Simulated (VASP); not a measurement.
# PF2 (P4_2/mmc) in VASP: notebook, part 2 of 2

VASP 6.6.1.

## Step 4: Relaxation of cell and atoms, PBE+D3(BJ)

INCAR reads:

```
SYSTEM = PF2
PREC = Accurate
ENCUT = 600
EDIFF = 1E-7
ISMEAR = 0
SIGMA = 0.1
LREAL = .False.
LASPH = .True.
NELM = 80
ALGO = Normal
ISIF = 3
LWAVE = .False.
LCHARG = .False.
GGA = PE
IVDW = 12
IBRION = 2
NSW = 90
EDIFFG = -0.04
```

KPOINTS reads:

```
regular mesh
0
Gamma
  4 4 4
  0 0 0
```

POSCAR reads:

```
PF2
1.0
    3.7850976500      0.0000000000      0.0000000000
    0.0000000000      3.7850976500      0.0000000000
    0.0000000000      0.0000000000      6.2460088500
P F
2 4
Direct
    0.0000000000      0.0000000000      0.2500000000
    0.0000000000      0.0000000000      0.7500000000
    0.2924366400      0.0000000000      0.0000000000
    0.7075633600      0.0000000000      0.0000000000
    0.0000000000      0.2924366400      0.5000000000
    0.0000000000      0.7075633600      0.5000000000
```

Potentials or basis: VASP PAW PBE potentials, release 64 (P, F).

Command:

```
$ cat potpaw_PBE.64/P/POTCAR potpaw_PBE.64/F/POTCAR > POTCAR
$ mpirun -np 1 vasp_std > vasp.out
```

OUTCAR:

```text
SYSTEM = PF2
   PREC = Accurate
   ENCUT = 600
   EDIFF = 1E-7
   ISMEAR = 0
   LREAL = .False.
   LASPH = .True.
   NELM = 80
   ISIF = 3
   GGA = PE
   IVDW = 12
   IBRION = 2
   NSW = 90
   EDIFFG = -0.04
 IVDW          = 12

 ion  position               nearest neighbor table
   1  0.000  0.000  0.250-   3 1.91   4 1.91   5 1.91   6 1.91
   2  0.000  0.000  0.750-   3 1.91   4 1.91   5 1.91   6 1.91
   3  0.292  0.000  0.000-   4 1.57   2 1.91   1 1.91
   4  0.708  0.000  0.000-   3 1.57   2 1.91   1 1.91
   5  0.000  0.292  0.500-   6 1.57   2 1.91   1 1.91
   6  0.000  0.708  0.500-   5 1.57   2 1.91   1 1.91

  LATTYP: Found a simple tetragonal cell.
 ALAT       =     3.7850976500
 C/A-ratio  =     1.6501579160

  Lattice vectors:

 A1 = (   3.7850976500,   0.0000000000,   0.0000000000)
 A2 = (   0.0000000000,   3.7850976500,   0.0000000000)
 A3 = (   0.0000000000,   0.0000000000,   6.2460088500)

Analysis of symmetry for initial positions (statically):
=====================================================================
 Subroutine PRICEL returns:
 Original cell was already a primitive cell.

 Routine SETGRP: Setting up the symmetry group for a
 simple tetragonal supercell.

 Subroutine GETGRP returns: Found 16 space group operations
 (whereof  8 operations were pure point group operations)
 out of a pool of 16 trial point group operations.

The static configuration has the point symmetry D_2h.
 The point group associated with its full space group is D_4h.

Analysis of symmetry for dynamics (positions and initial velocities):
=====================================================================
 Subroutine PRICEL returns:
 Original cell was already a primitive cell.

 Routine SETGRP: Setting up the symmetry group for a
 simple tetragonal supercell.

 Subroutine GETGRP returns: Found 16 space group operations
 (whereof  8 operations were pure point group operations)
 out of a pool of 16 trial point group operations.

The dynamic configuration has the point symmetry D_2h.
 The point group associated with its full space group is D_4h.

 Subroutine INISYM returns: Found 16 space group operations
 (whereof  8 operations are pure point group operations),
[... 120 lines left out ...]
  Thomas-Fermi vector in A             =   2.365352
   LORBIT       =      0    0 simple, 1 ext, 2 COOP (PROOUT), +10 PAW based schemes
   GGA     = PE    functional components
   LHFCALC =     F    Hartree Fock is set to
   AEXX    =    0.0000 exact exchange contribution
   IVDW    =    12    specifies the selected vdW correction
   LEPSILON=     F    determine dielectric tensor
   LRPA    =     F    only Hartree local field effects (RPA)
 conjugate gradient relaxation of ions
 non-spin polarized calculation
 Gauss-broadening in eV      SIGMA  =   0.10
  energy-cutoff  :      600.00
  volume of cell :       89.49
 maximum number of plane-waves:      3015
   NGX = 15   NGY = 15   NGZ = 25

--------------------------------------- Ionic step        1  -------------------------------------------

 number of electron      38.0000003 magnetization

 Free energy of the ion-electron system (eV)
  ---------------------------------------------------
  ext. energy  EPLUGINS =         0.00000000
  ---------------------------------------------------
  free energy    TOTEN  =       -14.71981396 eV

  energy without entropy =      -14.69937339  energy(sigma->0) =      -14.70959367

------------------------ aborting loop because EDIFF is reached ----------------------------------------

 Edisp (eV)   -0.64934

 E8    (eV) :    -0.2042
[... 117 lines left out ...]
  FREE ENERGIE OF THE ION-ELECTRON SYSTEM (eV)
  ---------------------------------------------------
  free  energy   TOTEN  =       -19.5570242701 eV

  energy  without entropy=      -19.5376837193  energy(sigma->0) =      -19.54735399

 E-fermi :   2.1503     XC(G=0):  -8.1283

 val. band max:        2.1187608936   @ k =   0.2500   0.2500   0.2500
 cond. band min:       2.1511865463   @ k =   0.2500   0.2500   0.2500
 fundamental gap:      0.0324256528
 Fermi energy:         2.1502689250

 k-point     1 :       0.0000    0.0000    0.0000
  band No.  band energies     occupation
      1     -24.7384      2.00000
      2     -24.4629      2.00000
      3     -21.8155      2.00000
      4     -21.8155      2.00000
      5     -11.3808      2.00000
      6      -8.3011      2.00000
[... 457 lines left out ...]
     22       3.8685      0.00000
     23       8.1094      0.00000

[... ionic steps 4 to 10 ...]

--------------------------------------- Ionic step       11  -------------------------------------------

 number of electron      38.0000103 magnetization

------------------------ aborting loop because EDIFF is reached ----------------------------------------
[... 83 lines left out ...]
--------------------------------------- Ionic step       13  -------------------------------------------

 number of electron      38.0000089 magnetization

 Free energy of the ion-electron system (eV)
  ---------------------------------------------------
  ext. energy  EPLUGINS =         0.00000000
  ---------------------------------------------------
  free energy    TOTEN  =       -22.11098117 eV

  energy without entropy =      -22.07925763  energy(sigma->0) =      -22.09511940

 E-fermi :  -0.0907     XC(G=0):  -6.7736

 val. band max:       -0.0970537266   @ k =   0.2500   0.2500   0.2500
 cond. band min:      -0.0631015042   @ k =   0.5000   0.5000   0.0000
 fundamental gap:      0.0339522223
 Fermi energy:        -0.0906902960

 k-point     1 :       0.0000    0.0000    0.0000
  band No.  band energies     occupation
      1     -25.0332      2.00000
      2     -24.8369      2.00000
      3     -23.7624      2.00000
      4     -23.7624      2.00000
      5     -11.9762      2.00000
      6     -10.1396      2.00000
[... 494 lines left out ...]
  FREE ENERGIE OF THE ION-ELECTRON SYSTEM (eV)
  ---------------------------------------------------
  free  energy   TOTEN  =       -22.5002166830 eV

  energy  without entropy=      -22.4684931345  energy(sigma->0) =      -22.48435491

 reached required accuracy - stopping structural energy minimisation
```

OSZICAR:

```text
N       E                     dE             d eps       ncg     rms          rms(c)
DAV:   1     0.293901331378E+03    0.29390E+03   -0.22472E+04   828   0.171E+03
DAV:   2     0.381001335403E+01   -0.29009E+03   -0.28436E+03  1099   0.349E+02
DAV:   3    -0.170130275879E+02   -0.20823E+02   -0.20665E+02   996   0.981E+01
[... 161 lines left out ...]
DAV:   4    -0.221110073695E+02    0.12820E-03   -0.23296E-04   891   0.969E-02    0.452E-02
DAV:   5    -0.221109830629E+02    0.24307E-04   -0.65222E-05   975   0.577E-02    0.118E-02
DAV:   6    -0.221109818862E+02    0.11767E-05   -0.34087E-06   982   0.149E-02    0.422E-03
DAV:   7    -0.221109812082E+02    0.67797E-06   -0.74008E-07  1010   0.630E-03    0.858E-04
DAV:   8    -0.221109811750E+02    0.33275E-07   -0.62535E-08   456   0.199E-03
  13 F= -.22500217E+02 E0= -.22484355E+02  d E =-.626895E-03
```

CONTCAR:

```text
PF2
   1.00000000000000
     4.5948636031290446   -0.0000000000000000    0.0000000000000000
    -0.0000000000000000    4.5948636031290437    0.0000000000000000
     0.0000000000000000    0.0000000000000000    6.5650828118037836
  P               F
     2     4
Direct
     0.0000000000000000    0.0000000000000000    0.2500000000000000
     0.0000000000000000    0.0000000000000000    0.7500000000000000
     0.2474859341459985    0.0000000000000000    0.0000000000000000
     0.7525140658540014    0.0000000000000000    1.0000000000000000
     0.0000000000000000    0.2474859341459985    0.5000000000000000
     0.0000000000000000    0.7525140658540014    0.5000000000000000

  0.00000000E+00  0.00000000E+00  0.00000000E+00
  0.00000000E+00  0.00000000E+00  0.00000000E+00
  0.00000000E+00  0.00000000E+00  0.00000000E+00
  0.00000000E+00  0.00000000E+00  0.00000000E+00
  0.00000000E+00  0.00000000E+00  0.00000000E+00
  0.00000000E+00  0.00000000E+00  0.00000000E+00
```

Wall time 7 min (1 thread of Oxide Virtual Turin-like, shared host); peak memory 0.19 GiB.

Results:

```
Free energy                           : -22.5002 eV
Relaxed volume                        : 23.10 Å³/atom
Relaxed cell                          : a = 4.595 Å, b = 4.595 Å, c = 6.565 Å, α = 90.00°, β = 90.00°, γ = 90.00°
Space group after relaxing (to 0.1 Å) : P4_2/mmc (No. 131)
Pressure after relaxing               : -0.1 GPa
Band gap on the k mesh                : zero (bands 19 and 20 overlap by 1.11 eV)
Dispersion energy per atom            : -0.065 eV
```

Final structure:
```
P F
1.0
     4.59486    0.00000    0.00000
     0.00000    4.59486    0.00000
     0.00000    0.00000    6.56508
P F
2 4
Direct
  0.00000 0.00000 0.25000
  0.00000 0.00000 0.75000
  0.24749 0.00000 0.00000
  0.75251 0.00000 0.00000
  0.00000 0.24749 0.50000
  0.00000 0.75251 0.50000
```

Caveat: the k points lie up to 0.34 Å⁻¹ apart in the final cell, too coarse for converged energies and pressures of a metal; the volume moved by over 15 % at a fixed basis, so the end points are rough.

## Step 5: Single point, PBE+D3(BJ), collinear spin

INCAR reads:

```
SYSTEM = PF2
PREC = Accurate ; ENCUT = 520
EDIFF = 1E-6 ; ISMEAR = 0
SIGMA = 0.1 ; LREAL = .False.
LASPH = .True. ; NELM = 150
ALGO = Fast ; ISIF = 2
LWAVE = .False. ; LCHARG = .False.
ISPIN = 2 ; MAGMOM = 0 0 1 1 1 1
LORBIT = 11 ; GGA = PE
IVDW = 12 ; NBANDS = 32
```

KPOINTS reads:

```
Automatic mesh
0
Gamma
  4 4 4
  0 0 0
```

POSCAR is that of step 4.

Potentials or basis: VASP PAW PBE potentials, release 64 (P, F).

Command:

```
$ cat potpaw_PBE.64/P/POTCAR potpaw_PBE.64/F/POTCAR > POTCAR
$ mpirun -np 1 vasp_std > vasp.out
```

OUTCAR:

```text
SYSTEM = PF2
   PREC = Accurate
   ENCUT = 520
   EDIFF = 1E-6
   ISMEAR = 0
   LREAL = .False.
   LASPH = .True.
   NELM = 150
   ISIF = 2
   ISPIN = 2
   LORBIT = 11
   GGA = PE
   IVDW = 12
 IVDW          = 12

 ion  position               nearest neighbor table
   1  0.000  0.000  0.250-   3 1.91   4 1.91   5 1.91   6 1.91
   2  0.000  0.000  0.750-   3 1.91   4 1.91   5 1.91   6 1.91
   3  0.292  0.000  0.000-   4 1.57   2 1.91   1 1.91
   4  0.708  0.000  0.000-   3 1.57   2 1.91   1 1.91
   5  0.000  0.292  0.500-   6 1.57   2 1.91   1 1.91
   6  0.000  0.708  0.500-   5 1.57   2 1.91   1 1.91

  LATTYP: Found a simple tetragonal cell.
 ALAT       =     3.7850976500
[... 1463 lines left out ...]
      0.00000      0.00000      1.56150        -0.000000      0.000000     -0.000000
      0.00000      0.00000      4.68451        -0.000000      0.000000      0.000000
      1.10690      0.00000      0.00000       -11.987194      0.000000      0.000000
      2.67820      0.00000      0.00000        11.987194      0.000000      0.000000
      0.00000      1.10690      3.12300        -0.000000    -11.987194      0.000000
      0.00000      2.67820      3.12300        -0.000000     11.987194      0.000000
 -----------------------------------------------------------------------------------
    total drift:                                0.000000      0.000000     -0.000000

  FREE ENERGIE OF THE ION-ELECTRON SYSTEM (eV)
  ---------------------------------------------------
  free  energy   TOTEN  =       -15.3541205627 eV

  energy  without entropy=      -15.3342995244  energy(sigma->0) =      -15.34421004

 total charge

# of ion       s       p       d       tot
------------------------------------------
    1        1.257   0.976   0.000   2.234
    2        1.257   0.976   0.000   2.234
    3        1.801   4.312   0.000   6.113
    4        1.801   4.312   0.000   6.113
    5        1.801   4.312   0.000   6.113
    6        1.801   4.312   0.000   6.113
--------------------------------------------------
tot          9.720  19.199   0.000  28.919

 magnetization (x)

# of ion       s       p       d       tot
------------------------------------------
    1        0.001   0.015   0.000   0.016
    2        0.001   0.015   0.000   0.016
    3        0.000   0.002   0.000   0.002
    4        0.000   0.002   0.000   0.002
    5        0.000   0.002   0.000   0.002
    6        0.000   0.002   0.000   0.002
--------------------------------------------------
tot          0.003   0.037   0.000   0.040
```

OSZICAR:

```text
N       E                     dE             d eps       ncg     rms          rms(c)
DAV:   1     0.239673253162E+03    0.23967E+03   -0.20062E+04  2304   0.110E+03
DAV:   2    -0.130305420823E+01   -0.24098E+03   -0.23020E+03  2920   0.265E+02
DAV:   3    -0.157121254583E+02   -0.14409E+02   -0.14291E+02  2832   0.633E+01
[... 13 lines left out ...]
RMM:  17    -0.147047656466E+02   -0.73117E-05   -0.12241E-05  2675   0.138E-02    0.448E-03
RMM:  18    -0.147047722748E+02   -0.66282E-05   -0.18287E-05  3027   0.167E-02    0.302E-03
RMM:  19    -0.147047759175E+02   -0.36427E-05   -0.12256E-05  2888   0.143E-02    0.204E-03
RMM:  20    -0.147047787660E+02   -0.28486E-05   -0.27749E-05  3304   0.207E-02    0.123E-03
RMM:  21    -0.147047792437E+02   -0.47765E-06   -0.31754E-06  2447   0.822E-03
   1 F= -.15354121E+02 E0= -.15344210E+02  d E =-.198210E-01  mag=     0.0756
```

stdout:

```text
POSCAR found type information on POSCAR P F
 POSCAR found :  2 types and       6 ions
 scaLAPACK will be used
 LDA part: xc-table for (Slater+PW92), standard interpolation
 POSCAR, INCAR and KPOINTS ok, starting setup
 FFT: planning ... GRIDC
 FFT: planning ... GRID_SOFT
 FFT: planning ... GRID
 WAVECAR not read
 entering main loop
```

It took 2.3 min on 1 thread of Oxide Virtual Turin-like, shared host; peak memory 0.22 GiB.

Results:

| Item | Value |
| --- | --- |
| Free energy | -15.3541 eV |
| Pressure | 41.8 GPa |
| Largest force | 11.987 eV/Å |
| Net moment | 0.08 μB per cell |
| Valence electrons inside the program's atomic spheres | P 2.23; F 6.11 |
| Dispersion energy per atom | -0.108 eV |

Forces on the atoms (eV/Å):
```
P     0.000   0.000   0.000
P     0.000   0.000   0.000
F   -11.987   0.000   0.000
F    11.987   0.000   0.000
F     0.000 -11.987   0.000
F     0.000  11.987   0.000
```

Stress tensor (GPa, compression positive):
```
50.76  0.00  0.00
 0.00 50.76  0.00
 0.00  0.00 23.95
```

Caveat: the k points lie up to 0.41 Å⁻¹ apart; forces of over 1 eV/Å act on the atoms, so gaps and moduli don't describe the material at rest.

## Step 6: Single point, PBE+D3(BJ), collinear spin

This run uses another cell than the first one, of 28.42 Å³/atom.

INCAR reads:

```
SYSTEM = PF2
PREC = Accurate
ENCUT = 520
EDIFF = 1E-6
ISMEAR = 0
SIGMA = 0.1
LREAL = .FALSE.
LASPH = .TRUE.
NELM = 150
ALGO = Normal
ISIF = 2
LWAVE = .FALSE.
LCHARG = .TRUE.
ISPIN = 2
MAGMOM = 0 0 1 1 1 1
LORBIT = 11
GGA = PE
IVDW = 12
LELF = .TRUE.
LVHAR = .TRUE.
NBANDS = 32
```

KPOINTS reads:

```
regular mesh
0
G
  4 4 4
  0 0 0
```

POSCAR reads:

```
PF2
1.0
    5.1104084348      0.0000000000      0.0000000000
    0.0000000000      5.1104084348      0.0000000000
    0.0000000000      0.0000000000      6.5289856276
P F
2 4
Direct
    0.0000000000      0.0000000000      0.2500000000
    0.0000000000      0.0000000000      0.7500000000
    0.2316079485      0.0000000000      0.0000000000
    0.7683920515      0.0000000000      0.0000000000
    0.0000000000      0.2316079485      0.5000000000
    0.0000000000      0.7683920515      0.5000000000
```

Potentials or basis: VASP PAW PBE potentials, release 64 (P, F).

Command:

```
$ cat potpaw_PBE.64/P/POTCAR potpaw_PBE.64/F/POTCAR > POTCAR
$ mpirun -np 1 vasp_std > vasp.out
```

Run time: 4.4 min. Hardware: 1 thread of Oxide Virtual Turin-like, shared host; peak memory 0.37 GiB.

Results (log left out):

```yaml
Free_energy: -23.2930 eV
Pressure: 0.7 GPa
Largest_force: 0.162 eV/Å
Band_gap_on_the_k_mesh: 0.32 eV (least direct gap 0.66 eV)
Net_moment: 2.00 μB per cell
Site_moments: P +0.45; F +0.01 μB
Valence_electrons_inside_the_program's_atomic_spheres: P 2.17; F 6.03
Dispersion_energy_per_atom: -0.052 eV
```

Forces on the atoms (eV/Å):
```
P    0.000  0.000  0.000
P    0.000  0.000  0.000
F    0.162  0.000  0.000
F   -0.162  0.000  0.000
F    0.000  0.162  0.000
F    0.000 -0.162  0.000
```

Stress tensor (GPa, compression positive):
```
0.80 0.00 0.00
0.00 0.80 0.00
0.00 0.00 0.37
```

Levels at points of the mesh, in eV from the valence-band top:
Spin up:
```
           k point  band 16  band 17  band 18  band 19  band 20  band 21  band 22  band 23  band 24  band 25
(0.00, 0.00, 0.00)    -4.04    -4.04    -2.04    -0.03    -0.03     0.99     0.99     3.23     3.70     4.30
(0.50, 0.00, 0.00)    -4.51    -4.04    -2.01    -0.40     0.00     0.82     1.02     3.58     3.85     5.87
(0.50, 0.50, 0.00)    -4.75    -4.21    -1.97    -0.34    -0.34     0.86     0.86     3.89     4.04     5.63
(0.00, 0.00, 0.50)    -4.07    -3.37    -3.37    -0.58    -0.58     1.40     1.40     3.06     3.06     5.69
(0.50, 0.00, 0.50)    -4.07    -3.31    -3.12    -0.92    -0.55     1.13     1.42     3.39     3.74     6.39
(0.50, 0.50, 0.50)    -4.80    -3.07    -3.07    -0.86    -0.86     1.17     1.17     3.94     3.94     6.19
```
Spin down:
```tsv
k point	band 15	band 16	band 17	band 18	band 19	band 20	band 21	band 22
(0.00, 0.00, 0.00)	-4.35	-3.99	-3.99	-1.69	1.14	1.14	2.12	2.12
(0.50, 0.00, 0.00)	-4.56	-4.01	-3.99	-1.66	0.66	1.17	1.89	2.16
(0.50, 0.50, 0.00)	-4.74	-4.66	-3.73	-1.62	0.74	0.74	1.96	1.96
(0.00, 0.00, 0.50)	-4.00	-4.00	-2.93	-2.93	0.72	0.72	2.44	2.44
(0.50, 0.00, 0.50)	-4.60	-4.00	-2.88	-2.68	0.32	0.76	2.05	2.46
(0.50, 0.50, 0.50)	-4.75	-4.75	-2.64	-2.64	0.40	0.40	2.11	2.11
```

Caveat: semilocal functionals underestimate gaps, and a narrow one can read as zero.

## Step 7: Overview

| task | spin | cell | cutoff (eV) | gap on the mesh (eV) | pressure (GPa) | moment (μB) | largest force (eV/Å) |
| --- | --- | --- | --- | --- | --- | --- | --- |
| single point | off | a = 3.785, b = 3.785, c = 6.246 Å, 6 atoms, atomic positions A | 520 | none | 41.8 | - | 11.99 |
| single point | off | a = 5.110, b = 5.110, c = 6.529 Å, 6 atoms, atomic positions B | 520 | none | 0.0 | - | 0.01 |
| relaxation of cell and atoms | off | relaxed from a = 3.785, b = 3.785, c = 6.246 Å, 6 atoms, atomic positions A | 600 | none | -0.1 | - | - |
| single point | collinear | a = 3.785, b = 3.785, c = 6.246 Å, 6 atoms, atomic positions A | 520 | none | 41.8 | 0.08 | 11.99 |
| single point | collinear | a = 5.110, b = 5.110, c = 6.529 Å, 6 atoms, atomic positions B | 520 | 0.32 | 0.7 | 2.00 | 0.16 |

Alike in all rows: level PBE+D3(BJ); potentials or basis VASP PAW PBE potentials, release 64 (P, F); k mesh 4 × 4 × 4; smearing gaussian 0.1 eV.

Caveats: some runs use coarse meshes; forces of over 1 eV/Å act on the atoms, so gaps and moduli don't describe the material at rest (at least some runs); the volume moved by over 15 % at a fixed basis, so the end points are rough (at least some runs); semilocal functionals underestimate gaps, and a narrow one can read as zero (at least some runs).

Absolute energies hang on the potentials; compare differences alone.

The gap in the log of VASP goes by the Fermi energy; the results here count the filled bands.